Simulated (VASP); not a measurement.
Here is a VASP 6.6.1 calculation.

The input INCAR:

```
SYSTEM = NaI
ALGO = Normal
EDIFF = 1E-8
ENCUT = 520
GGA = CA
ISIF = 2
ISMEAR = -1
LASPH = .TRUE.
LCHARG = .FALSE.
LEFG = .TRUE.
LREAL = .FALSE.
LWAVE = .FALSE.
NBANDS = 14
NELM = 60
PREC = Accurate
SIGMA = 0.02
```

Contents of KPOINTS:

```
k-points
0
G
  8 8 8
  0 0 0
```

Contents of POSCAR:

```
NaI
1.0
    0.0000000000      3.1703324822      3.1703324822
    3.1703324822      0.0000000000      3.1703324822
    3.1703324822      3.1703324822      0.0000000000
Na I
1 1
Direct
    0.0000000000      0.0000000000      0.0000000000
    0.5000000000      0.5000000000      0.5000000000
```

Potentials or basis: VASP PAW LDA potentials, release 64 (Na_pv, I).

The run is started by

```console
$ cat potpaw_LDA.64/Na_pv/POTCAR potpaw_LDA.64/I/POTCAR > POTCAR
$ mpirun -np 1 vasp_std > vasp.out
```

Problem. Estimate the band gap on the k mesh.

Solution. 3.52 eV.

Problem. What does it give for the pressure?

Solution. -0.7 GPa.

Caveat: spin-orbit coupling is left out, which moves the levels of the heavy elements.
